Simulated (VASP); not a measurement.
Wanted: the native input for a VASP 6.6.1 run.

| Quantity | Value |
| --- | --- |
| Task | single point |
| Functional | PBE |
| Potentials or basis | VASP PAW PBE potentials, release 64 (Ga_d, P) |
| Cutoff | 520 eV |
| k mesh | 12 × 12 × 12 |
| Occupations | fermi-dirac, width 0.1 eV |
| Spin | no spin polarisation |
| Dipole correction | no |
| Further INCAR settings | ALGO = Normal; EDIFF = 1e-06; NBANDS = 16 |

The structure of GaP (zincblende type) lies in POSCAR:

```
GaP
1.0
    0.0000000000      2.4674653049      2.4674653049
    2.4674653049      0.0000000000      2.4674653049
    2.4674653049      2.4674653049      0.0000000000
Ga P
1 1
Direct
    0.0000000000      0.0000000000      0.0000000000
    0.2500000000      0.2500000000      0.2500000000
```

This cell differs from its parent crystal: volume scaled by 0.72.

These files were run (other wordings do the same):

INCAR

```
PREC     = Accurate       # precision mode
ENCUT    = 520            # plane-wave cutoff, eV
EDIFF    = 1E-6           # SCF threshold, eV
ISMEAR   = -1             # smearing method
SIGMA    = 0.1            # smearing width, eV
LREAL    = F              # projectors in reciprocal space
LASPH    = T              # aspherical terms in the spheres
NELM     = 80             # most SCF steps
ALGO     = Normal         # electronic algorithm
ISIF     = 2              # what is computed and relaxed
LWAVE    = F              # write WAVECAR
LCHARG   = T              # write CHGCAR
GGA      = PE             # functional
LELF     = T              # ELF
LVHAR    = T            
NBANDS   = 16             # bands
```

KPOINTS

```
regular mesh
0
Gamma
  12 12 12
```

Potentials or basis: VASP PAW PBE potentials, release 64 (Ga_d, P).

The run is started by

```bash
$ cat potpaw_PBE.64/Ga_d/POTCAR potpaw_PBE.64/P/POTCAR > POTCAR
$ mpirun -np 1 vasp_std > vasp.out
```

Results of the run:

```
Pressure               : 51.2 GPa
Band gap on the k mesh : 0.86 eV, indirect (least direct gap 3.62 eV)
```

It took 33 s on 1 thread of Intel(R) Xeon(R) 6975P-C (Granite Rapids) (shared host), peak memory 0.17 GiB.
